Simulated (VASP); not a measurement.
# Sb (Fm-3m) in VASP: a series of runs

The runs below take Sb through single point, with PBE.

Program: VASP 6.6.1. These are calculated values, not measurements. Logs are shortened: lines on timing, memory, paths and dates and some standing lists are left out, and cuts for length are marked.

**1. The cell of the first run**

It takes space group Fm-3m (No. 225, cubic). Conventional cell: a = 4.368 Å, b = 4.368 Å, c = 4.368 Å, α = 90.00°, β = 90.00°, γ = 90.00°. Within 4.1 Å of Sb (site symmetry m-3m) lie 12 Sb at 3.09 Å.

This isn't the form of Sb at room conditions, which is rhombohedral.

**2. Single point, PBE**

File INCAR:

```
SYSTEM = Sb
PREC     = Accurate       ! precision mode
ENCUT    = 500            ! plane-wave cutoff, eV
EDIFF    = 1E-6           ! SCF threshold, eV
ISMEAR   = 1              ! smearing method
SIGMA    = 0.1            ! smearing width, eV
LREAL    = .FALSE.        ! projectors in reciprocal space
LASPH    = .TRUE.         ! aspherical terms in the spheres
NELM     = 120            ! most SCF steps
ALGO     = Normal         ! electronic algorithm
ISIF     = 2              ! what is computed and relaxed
LWAVE    = .FALSE.        ! write WAVECAR
LCHARG   = .FALSE.        ! write CHGCAR
GGA      = PE             ! functional
NBANDS   = 8              ! bands
GGA_COMPAT= .FALSE.
```

File KPOINTS:

```
regular mesh
0
G
  10 10 10
  0 0 0
```

File POSCAR:

```
Sb
1.0
    0.0000000000      2.1841674304      2.1841674304
    2.1841674304      0.0000000000      2.1841674304
    2.1841674304      2.1841674304      0.0000000000
Sb
1
Direct
    0.0000000000      0.0000000000      0.0000000000
```

Potentials or basis: VASP PAW PBE potentials, release 64 (Sb).

Launch:

```sh
$ cat potpaw_PBE.64/Sb/POTCAR > POTCAR
$ mpirun -np 1 vasp_std > vasp.out
```

OUTCAR:

```text
SYSTEM = Sb
   PREC = Accurate
   ENCUT = 500
   EDIFF = 1E-6
   ISMEAR = 1
   LREAL = .FALSE.
   LASPH = .TRUE.
   NELM = 120
   ISIF = 2
   GGA = PE

 ion  position               nearest neighbor table
   1  0.000  0.000  0.000-

  LATTYP: Found a face centered cubic cell.
 ALAT       =     4.3683348608

  Lattice vectors:

 A1 = (   0.0000000000,   2.1841674304,   2.1841674304)
 A2 = (   2.1841674304,   0.0000000000,   2.1841674304)
 A3 = (   2.1841674304,   2.1841674304,   0.0000000000)

Analysis of symmetry for initial positions (statically):
=====================================================================
 Subroutine PRICEL returns:
 Original cell was already a primitive cell.

 Routine SETGRP: Setting up the symmetry group for a
 face centered cubic supercell.

 Subroutine GETGRP returns: Found 48 space group operations
 (whereof 48 operations were pure point group operations)
 out of a pool of 48 trial point group operations.

The static configuration has the point symmetry O_h .

Analysis of symmetry for dynamics (positions and initial velocities):
=====================================================================
 Subroutine PRICEL returns:
 Original cell was already a primitive cell.

 Routine SETGRP: Setting up the symmetry group for a
 face centered cubic supercell.

 Subroutine GETGRP returns: Found 48 space group operations
 (whereof 48 operations were pure point group operations)
 out of a pool of 48 trial point group operations.

The dynamic configuration has the point symmetry O_h .

 Subroutine INISYM returns: Found 48 space group operations
 (whereof 48 operations are pure point group operations),
 and found     1 'primitive' translations

----------------------------------------------------------------------------------------

                                     Primitive cell

  volume of cell :      20.8395

  direct lattice vectors                    reciprocal lattice vectors
     0.000000000  2.184167430  2.184167430    -0.228920179  0.228920179  0.228920179
     2.184167430  0.000000000  2.184167430     0.228920179 -0.228920179  0.228920179
     2.184167430  2.184167430  0.000000000     0.228920179  0.228920179 -0.228920179

  length of vectors
     3.088879203  3.088879203  3.088879203     0.396501382  0.396501382  0.396501382

  position of ions in fractional coordinates (direct lattice)
     0.000000000  0.000000000  0.000000000

  ion indices of the primitive-cell ions
   primitive index   ion index
                 1           1

----------------------------------------------------------------------------------------

 KPOINTS: regular mesh

Automatic generation of k-mesh.
 Grid dimensions read from file:
 generate k-points for:   10   10   10

 Generating k-lattice:

  Cartesian coordinates                     Fractional coordinates (reciprocal lattice)
    -0.022892018  0.022892018  0.022892018     0.100000000  0.000000000  0.000000000
     0.022892018 -0.022892018  0.022892018     0.000000000  0.100000000  0.000000000
     0.022892018  0.022892018 -0.022892018     0.000000000  0.000000000  0.100000000

  Length of vectors
     0.039650138  0.039650138  0.039650138

  Shift w.r.t. Gamma in fractional coordinates (k-lattice)
     0.000000000  0.000000000  0.000000000

 Subroutine IBZKPT returns following result:
 ===========================================

 Found     47 irreducible k-points:

 Following reciprocal coordinates:
            Coordinates               Weight
  0.000000  0.000000  0.000000      1.000000
  0.100000  0.000000  0.000000      8.000000
  0.200000  0.000000  0.000000      8.000000
  0.300000  0.000000  0.000000      8.000000
  0.400000  0.000000  0.000000      8.000000
  0.500000  0.000000  0.000000      4.000000
[... 16 lines left out ...]
  0.300000  0.300000  0.000000      6.000000
  0.400000  0.300000  0.000000     24.000000
 [... further k-points ...]
   k-points           NKPTS =     47   k-points in BZ     NKDIM =     47   number of bands    NBANDS=      8
   number of dos      NEDOS =    301   number of ions     NIONS =      1
   total plane-waves  NPLWV =  13824
   dimension x,y,z NGX =    24 NGY =   24 NGZ =   24
   dimension x,y,z NGXF=    48 NGYF=   48 NGZF=   48
   ions per type =               1
   NGX,Y,Z   is equivalent  to a cutoff of  12.92, 12.92, 12.92 a.u.
   NGXF,Y,Z  is equivalent  to a cutoff of  25.83, 25.83, 25.83 a.u.
 SYSTEM =  Sb
   PREC   = accura    normal or accurate (medium, high low for compatibility)
   ISTART =      0    job   : 0-new  1-cont  2-samecut
   ICHARG =      2    charge: 1-file 2-atom 10-const
   ISPIN  =      1    spin polarized calculation?
   LNONCOLLINEAR =      F non collinear calculations
   LSORBIT =      F    spin-orbit coupling
   LASPH  =      T    aspherical Exc in radial PAW
   ENCUT  =  500.0 eV  36.75 Ry    6.06 a.u.   5.63  5.63  5.63*2*pi/ulx,y,z
   NELM   =    120;   NELMIN=  2; NELMDL= -5     # of ELM steps
   EDIFF  = 0.1E-05   stopping-criterion for ELM
   LREAL  =      F    real-space projection
   EDIFFG = 0.1E-04   stopping-criterion for IOM
   NSW    =      0    number of steps for IOM
   IBRION =     -1    ionic relax: 0-MD 1-quasi-New 2-CG
   NFREE  =      0    steps in history (QN), initial steepest desc. (CG)
   ISIF   =      2    stress and relaxation
   ISYM   =      2    0-nonsym 1-usesym 2-fastsym
   POTIM  = 0.5000    time-step for ionic-motion
   TEBEG  =    0.0;   TEEND  =   0.0 temperature during run
   PSTRESS=    0.0 pullay stress
   NELECT =       5.0000    total number of electrons
   NUPDOWN=      -1.0000    fix difference up-down
   EMIN   =  10.00;   EMAX   =-10.00  energy-range for DOS
   EFERMI =   0.00;   METHOD = LEGACY
   ISMEAR =     1;   SIGMA  =   0.10  broadening in eV -4-tet -1-fermi 0-gaus
   EFERMI_NEDOS =   21; number of points for ismear=-14 and -15
   IALGO  =     38    algorithm
   IMIX   =      4    mixing-type and parameters
     AMIX     =   0.40;   BMIX     =  1.00
     AMIX_MAG =   1.60;   BMIX_MAG =  1.00
  volume/ion in A,a.u.               =      20.84       140.63
  Fermi-wavevector in a.u.,A,eV,Ry     =   1.017268  1.922359 14.079786  1.034835
  Thomas-Fermi vector in A             =   2.150660
   LORBIT       =      0    0 simple, 1 ext, 2 COOP (PROOUT), +10 PAW based schemes
   GGA     = PE    functional components
   LHFCALC =     F    Hartree Fock is set to
   AEXX    =    0.0000 exact exchange contribution
   IVDW    =     0    specifies the selected vdW correction
   LEPSILON=     F    determine dielectric tensor
   LRPA    =     F    only Hartree local field effects (RPA)
 non-spin polarized calculation
 Methfessel and Paxton  Order N= 1 SIGMA  =   0.10
  energy-cutoff  :      500.00
  volume of cell :       20.84
 maximum number of plane-waves:       544
   NGX = 11   NGY = 11   NGZ = 11

 number of electron       5.0000000 magnetization

 Free energy of the ion-electron system (eV)
  ---------------------------------------------------
  ext. energy  EPLUGINS =         0.00000000
  ---------------------------------------------------
  free energy    TOTEN  =        -3.35366053 eV

  energy without entropy =       -3.35343565  energy(sigma->0) =       -3.35358557

 E-fermi :  12.2973     XC(G=0): -11.3959

 val. band max:       12.0900144201   @ k =  -0.2000   0.2000   0.0000
 cond. band min:      12.3195705338   @ k =  -0.2000   0.1000   0.0000
 fundamental gap:      0.2295561136
 Fermi energy:        12.2972873206

 k-point     1 :       0.0000    0.0000    0.0000
  band No.  band energies     occupation
      1      -2.9585      2.00000
      2      19.7051      0.00000
      3      19.7051      0.00000
      4      19.7051      0.00000
      5      22.3624      0.00000
      6      23.1394      0.00000
      7      23.1394      0.00000
      8      23.1394      0.00000

 k-point     2 :       0.1000    0.0000    0.0000
  band No.  band energies     occupation
      1      -2.7090      2.00000
      2      17.2258      0.00000
      3      19.2762      0.00000
      4      19.2762      0.00000
      5      21.6638      0.00000
      6      23.7849      0.00000
      7      23.7849      0.00000
      8      25.6063      0.00000

 k-point     3 :       0.2000    0.0000    0.0000
  band No.  band energies     occupation
      1      -1.9607      2.00000
      2      13.3967     -0.00000
      3      18.5115      0.00000
      4      18.5115      0.00000
      5      21.4412      0.00000
      6      24.2641      0.00000
      7      24.2641      0.00000
      8      25.5610      0.00000

 k-point     4 :       0.3000    0.0000    0.0000
  band No.  band energies     occupation
      1      -0.7192      2.00000
      2       9.7500      2.00000
      3      17.8531      0.00000
      4      17.8531      0.00000
      5      21.3917      0.00000
      6      23.1509      0.00000
      7      23.1509      0.00000
      8      24.0560      0.00000

 k-point     5 :       0.4000    0.0000    0.0000
  band No.  band energies     occupation
      1       0.9679      2.00000
      2       6.5675      2.00000
      3      17.4287      0.00000
      4      17.4287      0.00000
      5      21.5444      0.00000
      6      22.3539      0.00000
      7      22.3539      0.00000
      8      22.9220      0.00000

 k-point     6 :       0.5000    0.0000    0.0000
  band No.  band energies     occupation
      1       2.4013      2.00000
      2       4.6280      2.00000
      3      17.2827      0.00000
      4      17.2827      0.00000
      5      21.7799      0.00000
      6      22.0794      0.00000
      7      22.0794      0.00000
      8      22.3548      0.00000

 k-point     7 :       0.1000    0.1000    0.0000
  band No.  band energies     occupation
      1      -2.6258      2.00000
      2      18.1367      0.00000
      3      18.1367      0.00000
      4      18.6314      0.00000
      5      20.5403      0.00000
      6      24.2930      0.00000
      7      24.9232      0.00000
      8      24.9232      0.00000
[... 133 lines left out ...]
 k-point    20 :      -0.4000    0.2000    0.0000
  band No.  band energies     occupation
      1       2.9597      2.00000
      2       5.8637      2.00000
      3      11.9731      2.00005
      4      15.7109      0.00000
      5      19.0025      0.00000
      6      24.7125      0.00000
      7      25.5103      0.00000
      8      28.5390      0.00000

 k-point    21 :      -0.3000    0.2000    0.0000
  band No.  band energies     occupation
      1       1.2307      2.00000
      2       8.4116      2.00000
      3      11.6414      2.00000
      4      16.8644      0.00000
      5      19.9149      0.00000
      6      24.4299      0.00000
      7      24.9864      0.00000
      8      26.6845      0.00000

 k-point    22 :      -0.2000    0.2000    0.0000
  band No.  band energies     occupation
      1      -0.3055      2.00000
      2      11.4021      2.00000
      3      12.0900      2.01255
      4      18.2838      0.00000
      5      21.2451      0.00000
      6      24.1154      0.00000
      7      24.3716      0.00000
      8      24.6605      0.00000

 k-point    23 :       0.3000    0.3000    0.0000
  band No.  band energies     occupation
      1       0.0356      2.00000
      2      12.6784     -0.00000
      3      14.1820     -0.00000
      4      14.1820     -0.00000
      5      17.7256      0.00000
      6      18.1829      0.00000
      7      29.4489      0.00000
      8      29.9183      0.00000

 k-point    24 :       0.4000    0.3000    0.0000
  band No.  band energies     occupation
      1       1.2710      2.00000
      2      10.4527      2.00000
      3      12.4043     -0.06192
      4      13.7081     -0.00000
      5      17.5543      0.00000
      6      19.2221      0.00000
      7      28.7135      0.00000
      8      29.9521      0.00000

 [... further k-points ...]
[... 5 lines left out ...]
  --------------------------------------------------------------------------------------
  -------------------------------------------------------------------------------------
  Total        3.9084033      3.9084033      3.9084033     -0.0000000      0.0000000     -0.0000000
  in kB      300.4845678    300.4845678    300.4845678     -0.0000000      0.0000000     -0.0000000
  external PRESSURE =     300.4845678 kB  Pullay stress =       0.0000000 kB

 VOLUME and BASIS-vectors are now :
 -----------------------------------------------------------------------------
  energy-cutoff  :      500.00
  volume of cell :       20.84
      direct lattice vectors                 reciprocal lattice vectors
     0.000000000  2.184167430  2.184167430    -0.228920179  0.228920179  0.228920179
     2.184167430  0.000000000  2.184167430     0.228920179 -0.228920179  0.228920179
     2.184167430  2.184167430  0.000000000     0.228920179  0.228920179 -0.228920179

 POSITION                                       TOTAL-FORCE (eV/Angst)
 -----------------------------------------------------------------------------------
      0.00000      0.00000      0.00000         0.000000      0.000000     -0.000000
 -----------------------------------------------------------------------------------
    total drift:                                0.000000     -0.000000     -0.000000

  FREE ENERGIE OF THE ION-ELECTRON SYSTEM (eV)
  ---------------------------------------------------
  free  energy   TOTEN  =        -3.3536605338 eV

  energy  without entropy=       -3.3534356474  energy(sigma->0) =       -3.35358557
```

Wall time 4.8 s (1 thread of AMD EPYC 7R13 (Zen 3), shared host); peak memory 0.11 GiB.

What came out:

- Free energy: -3.3537 eV
- Pressure: 30.0 GPa
- Band gap on the k mesh: zero (an odd number of electrons rules out a gap without spin polarisation)

Levels at points of the mesh, in eV from the Fermi level:
| k point | band 1 | band 2 | band 3 | band 4 | band 5 |
| --- | --- | --- | --- | --- | --- |
| (0.00, 0.00, 0.00) | -15.26 | 7.41 | 7.41 | 7.41 | 10.07 |
| (0.50, 0.00, 0.00) | -9.90 | -7.67 | 4.99 | 4.99 | 9.48 |
| (0.50, 0.50, 0.00) | -7.44 | -6.48 | 0.39 | 0.39 | 4.51 |

Caveat: the cell stands under pressure; spin-orbit coupling is left out, which moves the levels of the heavy elements.

**3. Single point, PBE**

This run uses another cell than the first one, of 19.83 Å³/atom.

File INCAR:

```
SYSTEM = Sb
PREC = Accurate
ENCUT = 500
EDIFF = 1E-6
ISMEAR = 1
SIGMA = 0.1
LREAL = .False.
LASPH = .True.
NELM = 120
ALGO = Normal
ISIF = 2
LWAVE = .False.
LCHARG = .True.
GGA = PE
LELF = .True.
LVHAR = .True.
NBANDS = 8
GGA_COMPAT = .False.
```

File KPOINTS:

```
regular mesh
0
Gamma
  10 10 10
  0 0 0
```

File POSCAR:

```
Sb
1.0
    0.0000000000      2.1484424332      2.1484424332
    2.1484424332      0.0000000000      2.1484424332
    2.1484424332      2.1484424332      0.0000000000
Sb
1
Direct
    0.0000000000      0.0000000000      0.0000000000
```

Potentials or basis: VASP PAW PBE potentials, release 64 (Sb).

Launch:

```sh
$ cat potpaw_PBE.64/Sb/POTCAR > POTCAR
$ mpirun -np 1 vasp_std > vasp.out
```

Wall time 5.2 s (1 thread of AMD EPYC 7R13 (Zen 3), shared host); peak memory 0.11 GiB.

It converged, with:

| Item | Value |
| --- | --- |
| Free energy | -3.1344 eV |
| Pressure | 40.2 GPa |
| Band gap on the k mesh | zero (an odd number of electrons rules out a gap without spin polarisation) |

Levels at points of the mesh, in eV from the Fermi level:
| k point | band 1 | band 2 | band 3 | band 4 | band 5 | band 6 |
| --- | --- | --- | --- | --- | --- | --- |
| (0.00, 0.00, 0.00) | -15.80 | 7.83 | 7.83 | 7.83 | 9.97 | 11.01 |
| (0.50, 0.00, 0.00) | -10.09 | -8.10 | 5.25 | 5.25 | 9.39 | 9.91 |
| (0.50, 0.50, 0.00) | -7.46 | -6.84 | 0.36 | 0.36 | 4.48 | 4.63 |

Caveat: the cell stands under pressure; spin-orbit coupling is left out, which moves the levels of the heavy elements.

**4. Single point, PBE**

This run uses another cell than the first one, of 22.13 Å³/atom.

File INCAR:

```
  PREC = Accurate
  ENCUT = 500
  EDIFF = 1E-6
  ISMEAR = 1
  SIGMA = 0.1
  LREAL = F
  LASPH = T
  NELM = 120
  ALGO = Normal
  ISIF = 2
  LWAVE = F
  LCHARG = F
  GGA = PE
  NBANDS = 8
  GGA_COMPAT = F
```

File KPOINTS:

```
Automatic mesh
0
Gamma
  10 10 10
```

File POSCAR:

```
Sb
1.0
    0.0000000000      2.2282326540      2.2282326540
    2.2282326540      0.0000000000      2.2282326540
    2.2282326540      2.2282326540      0.0000000000
Sb
1
Direct
    0.0000000000      0.0000000000      0.0000000000
```

Launch:

```sh
$ cat potpaw_PBE.64/Sb/POTCAR > POTCAR
$ mpirun -np 1 vasp_std > vasp.out
```

Run time: 4.7 s. Hardware: 1 thread of AMD EPYC 7R13 (Zen 3), shared host; peak memory 0.11 GiB.

It converged, with:

| Property | Result |
| --- | --- |
| Free energy | -3.5523 eV |
| Pressure | 19.9 GPa |
| Band gap on the k mesh | zero (an odd number of electrons rules out a gap without spin polarisation) |

Levels at points of the mesh, in eV from the Fermi level:
| k point | band 1 | band 2 | band 3 | band 4 | band 5 |
| --- | --- | --- | --- | --- | --- |
| (0.00, 0.00, 0.00) | -14.59 | 6.95 | 6.95 | 6.95 | 10.20 |
| (0.50, 0.00, 0.00) | -9.64 | -7.14 | 4.71 | 4.71 | 9.62 |
| (0.50, 0.50, 0.00) | -7.39 | -6.02 | 0.46 | 0.46 | 4.46 |

Caveat: the cell stands under pressure; spin-orbit coupling is left out, which moves the levels of the heavy elements.

**5. The runs side by side**

| cell | gap on the mesh (eV) | pressure (GPa) |
| --- | --- | --- |
| a = 3.089 Å, angles 60.0°, 1 atom | none | 30.0 |
| a = 3.038 Å, angles 60.0°, 1 atom | none | 40.2 |
| a = 3.151 Å, angles 60.0°, 1 atom | none | 19.9 |

Alike in all rows: task single point; level PBE; potentials or basis VASP PAW PBE potentials, release 64 (Sb); no spin polarisation; k mesh 10 × 10 × 10; cutoff (eV) 500; smearing methfessel-paxton 0.1 eV.

Caveats: the cell stands under pressure; spin-orbit coupling is left out, which moves the levels of the heavy elements.

Total energies depend on the potentials used, so only differences within one code and one set of settings carry meaning.
